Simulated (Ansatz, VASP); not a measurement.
## One calculation of KSrBr3, two programs

```
K Sr Br
1.0
     5.87867    0.00000    0.00000
     0.00000    5.87867    0.00000
     0.00000    0.00000    5.87867
K Sr Br
1 1 3
Direct
  0.00000 0.00000 0.00000
  0.50000 0.50000 0.50000
  0.50000 0.50000 0.00000
  0.50000 0.00000 0.50000
  0.00000 0.50000 0.50000
```

Change from the starting cell: hydrostatic strain -1.0%.

Alike in both runs: task single point; functional PBE; k mesh 4 × 4 × 4; occupations fermi-dirac, width 0.02 eV; no spin polarisation.

```csv
,VASP,Ansatz
version,VASP 6.6.1,Ansatz 0.2.0
potentials or method,"VASP PAW PBE potentials, release 64 (K_sv, Sr_sv, Br)","plane waves, PAW"
plane-wave cutoff (eV),520,420
valence electrons in the cell,40,40
```

```tsv
	VASP	Ansatz	Ansatz less VASP
gap on the k mesh at the Fermi level (eV)	3.79	3.79	0.000
pressure (GPa)	1.1	1.0	-0.07
```

With one functional, cell and mesh, what is left measures potentials, basis and numerics.
